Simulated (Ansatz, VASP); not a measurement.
# Al4N3: VASP beside Ansatz

The input INCAR:

```
SYSTEM = Al4N3
PREC = Accurate
ENCUT = 520
EDIFF = 1E-6
ISMEAR = 0
SIGMA = 0.1
LREAL = .False.
LASPH = .True.
NELM = 100
ALGO = Normal
ISIF = 2
LWAVE = .False.
LCHARG = .True.
GGA = PE
LELF = .True.
LVHAR = .True.
NBANDS = 22
```

Contents of KPOINTS:

```
regular mesh
0
Gamma
  12 12 4
  0 0 0
```

Contents of POSCAR:

```
Al4N3
1.0
    3.1126565848      0.0000000000      0.0000000000
   -1.5563282924      2.6956396757      0.0000000000
    0.0000000000      0.0000000000      9.8089810343
Al N
4 3
Direct
    0.0000000000      0.0000000000      0.4958122996
    0.3333333333      0.6666666667      0.7589068480
    0.0000000000      0.0000000000      0.9808984398
    0.3333333333      0.6666666667      0.2387838051
    0.3333333333      0.6666666667      0.4331307100
    0.0000000000      0.0000000000      0.6904653411
    0.0000000000      0.0000000000      0.1770025564
```

Input for Ansatz:

```yaml
crystal:
  lattice:
    - [3.1126565848, 0.0, 0.0]
    - [-1.5563282924, 2.6956396757, 0.0]
    - [0.0, 0.0, 9.8089810343]
  atoms:
    - { symbol: Al, position: [0.0, 0.0, 0.4958122996] }
    - { symbol: Al, position: [0.3333333333, 0.6666666667, 0.758906848] }
    - { symbol: Al, position: [0.0, 0.0, 0.9808984398] }
    - { symbol: Al, position: [0.3333333333, 0.6666666667, 0.2387838051] }
    - { symbol: "N", position: [0.3333333333, 0.6666666667, 0.43313071] }
    - { symbol: "N", position: [0.0, 0.0, 0.6904653411] }
    - { symbol: "N", position: [0.0, 0.0, 0.1770025564] }
basis:
  ecutwfc: 420
kpoints:
  mp_grid: { grid: [12, 12, 4] }
  band_path:
    path:
      - [[0.0, 0.0, 0.0], [0.5, 0.0, 0.0], [0.33333333, 0.33333333, 0.0], [0.0, 0.0, 0.0], [0.0, 0.0, 0.5], [0.5, 0.0, 0.5], [0.33333333, 0.33333333, 0.5], [0.0, 0.0, 0.5]]
      - [[0.5, 0.0, 0.5], [0.5, 0.0, 0.0]]
      - [[0.33333333, 0.33333333, 0.5], [0.33333333, 0.33333333, 0.0]]
    npoints: 14
hamiltonian:
  xc: pbe
scf:
  occupations: { method: gaussian, width: 0.1 }
  n_extra_bands: 17
output:
  forces: true
  stress: true
  eigenvalues: true
  populations: true
  dos: { projected: true, de: 0.02, nscf_kmesh: { grid: [15, 15, 5] } }
  bader: true
  write_density: true
  write_potential: true
  elf: true
  volumetric_format: npy
```

Alike in both runs: task single point; functional PBE; k mesh 12 × 12 × 4; occupations gaussian, width 0.1 eV; no spin polarisation.

|  | VASP | Ansatz |
| --- | --- | --- |
| version | VASP 6.6.1 | Ansatz 0.2.0 |
| potentials or method | VASP PAW PBE potentials, release 64 (Al, N), cutoff 520 eV | scalar-relativistic, plane waves, PAW |
| valence electrons in the cell | 27 | 27 |

VASP gave:

```
gap on the k mesh at the Fermi level (eV) : none
pressure (GPa)                            : -0.2
```

Problem. Which values does Ansatz return?

Solution. gap on the k mesh at the Fermi level (eV): none; pressure (GPa): 0.0.

A gap of «none» marks a metal or a gap that the smearing closes.
